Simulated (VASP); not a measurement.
# Pt (I4/mmm) in VASP: further runs, part 2 of 2

VASP 6.6.1. Earlier steps stand in the parts before.

## (5) Single point, PBEsol (strain +0.050 along x and y, +0.000 along z)

INCAR reads:

```
  PREC = Accurate
  ENCUT = 520
  EDIFF = 1E-7
  ISMEAR = 0
  SIGMA = 0.15
  LREAL = F
  LASPH = T
  NELM = 60
  ALGO = Fast
  ISIF = 2
  LWAVE = F
  LCHARG = T
  GGA = PS
  LELF = T
  LVHAR = T
  NBANDS = 11
```

KPOINTS reads:

```
Automatic mesh
0
Gamma
  26 26 26
```

POSCAR reads:

```
Pt
1.0
    0.0000000000      2.0569818628      1.9590303455
    2.0569818628      0.0000000000      1.9590303455
    2.0569818628      2.0569818628      0.0000000000
Pt
1
Direct
    0.0000000000      0.0000000000      0.0000000000
```

Potentials or basis: VASP PAW PBE potentials, release 64 (Pt).

Launch:

```console
$ cat potpaw_PBE.64/Pt/POTCAR > POTCAR
$ mpirun -np 1 vasp_std > vasp.out
```

OUTCAR:

```text
PREC = Accurate
   ENCUT = 520
   EDIFF = 1E-7
   ISMEAR = 0
   LREAL = F
   LASPH = T
   NELM = 60
   ISIF = 2
   GGA = PS

 ion  position               nearest neighbor table
   1  0.000  0.000  0.000-

  LATTYP: Found a body centered tetragonal cell.
 ALAT       =     2.9090116479
 C/A-ratio  =     1.3468700594

  Lattice vectors:

 A1 = (   0.0000000000,  -2.0569818628,  -1.9590303455)
 A2 = (   0.0000000000,   2.0569818628,  -1.9590303455)
 A3 = (   2.0569818628,   0.0000000000,   1.9590303455)

Analysis of symmetry for initial positions (statically):
=====================================================================
 Subroutine PRICEL returns:
 Original cell was already a primitive cell.

 Routine SETGRP: Setting up the symmetry group for a
 body centered tetragonal supercell.

 Subroutine GETGRP returns: Found 16 space group operations
 (whereof 16 operations were pure point group operations)
 out of a pool of 16 trial point group operations.

The static configuration has the point symmetry D_4h.

Analysis of symmetry for dynamics (positions and initial velocities):
=====================================================================
 Subroutine PRICEL returns:
 Original cell was already a primitive cell.

 Routine SETGRP: Setting up the symmetry group for a
 body centered tetragonal supercell.

 Subroutine GETGRP returns: Found 16 space group operations
 (whereof 16 operations were pure point group operations)
 out of a pool of 16 trial point group operations.

The dynamic configuration has the point symmetry D_4h.

 Subroutine INISYM returns: Found 16 space group operations
 (whereof 16 operations are pure point group operations),
 and found     1 'primitive' translations

----------------------------------------------------------------------------------------

                                     Primitive cell

  volume of cell :      16.5780

[... 112 lines left out ...]
   LHFCALC =     F    Hartree Fock is set to
   AEXX    =    0.0000 exact exchange contribution
   IVDW    =     0    specifies the selected vdW correction
   LEPSILON=     F    determine dielectric tensor
   LRPA    =     F    only Hartree local field effects (RPA)
 non-spin polarized calculation
 RMM-DIIS sequential band-by-band and
 Gauss-broadening in eV      SIGMA  =   0.15
  energy-cutoff  :      520.00
  volume of cell :       16.58
 maximum number of plane-waves:       471
 NGX is ok and might be reduce to    24
   NGX = 11   NGY = 11   NGZ = 11

 number of electron      10.0000000 magnetization

 number of electron       9.9999999 magnetization

 Free energy of the ion-electron system (eV)
  ---------------------------------------------------
  ext. energy  EPLUGINS =         0.00000000
  ---------------------------------------------------
  free energy    TOTEN  =        -6.85230830 eV

  energy without entropy =       -6.82756657  energy(sigma->0) =       -6.83993743

 E-fermi :   9.3502     XC(G=0): -13.0730

 val. band max:        9.3501434659   @ k =   0.5000   0.0385   0.2308
 cond. band min:       9.3517579860   @ k =  -0.4231   0.0385   0.3462
 fundamental gap:      0.0016145201
 Fermi energy:         9.3501672017

 k-point     1 :       0.0000    0.0000    0.0000
  band No.  band energies     occupation
      1       0.0969      2.00000
      2       5.9514      2.00000
      3       5.9514      2.00000
      4       6.4423      2.00000
      5       7.6749      2.00000
      6       8.2304      2.00000
      7      24.2363      0.00000
      8      28.2741      0.00000
      9      28.2741      0.00000
     10      29.3538      0.00000
     11      33.6443      0.00000
[... 309 lines left out ...]
 k-point    24 :       0.3846    0.0385    0.0000
  band No.  band energies     occupation
      1       2.9009      2.00000
      2       5.9999      2.00000
      3       6.4253      2.00000
      4       7.0723      2.00000
      5       8.9024      1.99998
      6       9.1133      1.97444
      7      17.5041      0.00000
      8      24.3480      0.00000
      9      27.9264      0.00000
     10      29.6211      0.00000
     11      34.2197      0.00000

 [... further k-points ...]

------------------------ aborting loop because EDIFF is reached ----------------------------------------

  FORCE on cell =-STRESS in cart. coord.  units (eV):
  Direction    XX          YY          ZZ          XY          YZ          ZX
  --------------------------------------------------------------------------------------
  -------------------------------------------------------------------------------------
  Total       -2.3292120     -2.3292120     -2.0440684      0.0000000     -0.0000000      0.0000000
  in kB     -225.1062279   -225.1062279   -197.5485805      0.0000000     -0.0000000      0.0000000
  external PRESSURE =    -215.9203454 kB  Pullay stress =       0.0000000 kB

 VOLUME and BASIS-vectors are now :
 -----------------------------------------------------------------------------
  energy-cutoff  :      520.00
  volume of cell :       16.58
      direct lattice vectors                 reciprocal lattice vectors
     0.000000000  2.056981863  1.959030345    -0.243074579  0.243074579  0.255228308
     2.056981863  0.000000000  1.959030345     0.243074579 -0.243074579  0.255228308
     2.056981863  2.056981863  0.000000000     0.243074579  0.243074579 -0.255228308

 POSITION                                       TOTAL-FORCE (eV/Angst)
 -----------------------------------------------------------------------------------
      0.00000      0.00000      0.00000         0.000000     -0.000000      0.000000
 -----------------------------------------------------------------------------------
    total drift:                               -0.000000      0.000000     -0.000000

  FREE ENERGIE OF THE ION-ELECTRON SYSTEM (eV)
  ---------------------------------------------------
  free  energy   TOTEN  =        -6.8523083004 eV

  energy  without entropy=       -6.8275665660  energy(sigma->0) =       -6.83993743
```

OSZICAR:

```text
N       E                     dE             d eps       ncg     rms          rms(c)
DAV:   1     0.383170772056E+02    0.38317E+02   -0.52844E+03 29860   0.835E+02
DAV:   2    -0.670220247969E+01   -0.45019E+02   -0.42991E+02 33222   0.172E+02
DAV:   3    -0.731734405810E+01   -0.61514E+00   -0.61001E+00 34202   0.192E+01
DAV:   4    -0.731977619105E+01   -0.24321E-02   -0.24319E-02 33468   0.143E+00
DAV:   5    -0.731979703115E+01   -0.20840E-04   -0.20840E-04 34120   0.124E-01    0.101E+01
RMM:   6    -0.688709233244E+01    0.43270E+00   -0.49733E-01 29348   0.584E+00    0.512E+00
RMM:   7    -0.685563135714E+01    0.31461E-01   -0.61370E-02 30671   0.223E+00    0.237E+00
RMM:   8    -0.685277898080E+01    0.28524E-02   -0.75419E-03 30888   0.754E-01    0.681E-01
RMM:   9    -0.685229208755E+01    0.48689E-03   -0.11017E-03 32818   0.283E-01    0.328E-02
RMM:  10    -0.685230809032E+01   -0.16003E-04   -0.15140E-04 32641   0.928E-02    0.436E-02
RMM:  11    -0.685230779657E+01    0.29376E-06   -0.11900E-05 34612   0.274E-02    0.978E-03
RMM:  12    -0.685230827133E+01   -0.47477E-06   -0.27232E-06 34211   0.110E-02    0.525E-03
RMM:  13    -0.685230830042E+01   -0.29085E-07   -0.55683E-07 28796   0.493E-03
   1 F= -.68523083E+01 E0= -.68399374E+01  d E =-.247417E-01
```

stdout:

```text
POSCAR found type information on POSCAR Pt
 POSCAR found :  1 types and       1 ions
 scaLAPACK will be used
 -----------------------------------------------------------------------------
|                                                                             |
|                                                                             |
|     You enforced a specific xc type in the INCAR file but a different       |
|     I HOPE YOU KNOW WHAT YOU ARE DOING!                                     |
|                                                                             |
 -----------------------------------------------------------------------------

 LDA part: xc-table for (Slater+PW92), standard interpolation
 POSCAR, INCAR and KPOINTS ok, starting setup
 FFT: planning ... GRIDC
 FFT: planning ... GRID_SOFT
 FFT: planning ... GRID
 WAVECAR not read
 entering main loop
```

Wall time 2.9 min (1 thread of Intel Xeon Platinum 8259CL at 2.50GHz (Skylake/Cascade Lake), shared host); peak memory 0.36 GiB.

Results:

| Property | Result |
| --- | --- |
| Free energy | -6.8523 eV |
| Pressure | -21.6 GPa |
| Band gap on the k mesh | zero (band 5 reaches 9.93 eV, above the bottom of band 6 at 7.86 eV) |

Levels at points of the mesh, in eV from the Fermi level:
| k point | band 1 | band 2 | band 3 | band 4 | band 5 | band 6 | band 7 | band 8 | band 9 | band 10 |
| --- | --- | --- | --- | --- | --- | --- | --- | --- | --- | --- |
| (0.00, 0.00, 0.00) | -9.25 | -3.40 | -3.40 | -2.91 | -1.68 | -1.12 | 14.89 | 18.92 | 18.92 | 20.00 |
| (0.50, 0.00, 0.00) | -6.41 | -3.53 | -3.03 | -0.14 | -0.09 | 0.16 | 5.14 | 14.30 | 17.79 | 18.87 |
| (0.50, 0.50, 0.00) | -6.05 | -5.70 | 0.00 | 0.43 | 0.43 | 2.51 | 8.64 | 10.48 | 10.48 | 18.52 |
| (0.50, 0.00, 0.50) | -6.14 | -5.69 | 0.00 | 0.21 | 0.58 | 1.63 | 7.50 | 11.24 | 11.46 | 19.26 |

Caveat: the cell differs from its parent crystal (strain +0.050 along x and y, +0.000 along z); the PAW data sets were made with another functional, which shifts forces and pressure a little; spin-orbit coupling is left out, which moves the levels of the heavy elements.

## (6) Overview

| cell | further INCAR settings | gap on the mesh (eV) | pressure (GPa) |
| --- | --- | --- | --- |
| a = 2.738, b = 2.738, c = 2.840 Å, angles 58.8, 58.8, 62.5°, 1 atom | ALGO = Fast; EDIFF = 1e-06; NBANDS = 11 | none | 0.7 |
| a = 2.774, b = 2.774, c = 2.909 Å, angles 58.4, 58.4, 63.2°, 1 atom | ALGO = Fast; EDIFF = 1e-06; NBANDS = 11 | none | -11.3 |
| a = 2.807, b = 2.807, c = 2.909 Å, angles 58.8, 58.8, 62.4°, 1 atom | ALGO = Fast; EDIFF = 1e-07; NBANDS = 11 | none | -16.9 |
| a = 2.841, b = 2.841, c = 2.909 Å, angles 59.2, 59.2, 61.6°, 1 atom | ALGO = Fast; EDIFF = 1e-07; NBANDS = 11 | none | -21.6 |

Alike in all rows: task single point; level PBEsol; potentials or basis VASP PAW PBE potentials, release 64 (Pt); no spin polarisation; k mesh 26 × 26 × 26; cutoff (eV) 520; smearing gaussian 0.15 eV.

Caveats: the PAW data sets were made with another functional, which shifts forces and pressure a little; spin-orbit coupling is left out, which moves the levels of the heavy elements.

Absolute energies hang on the potentials; compare differences alone.
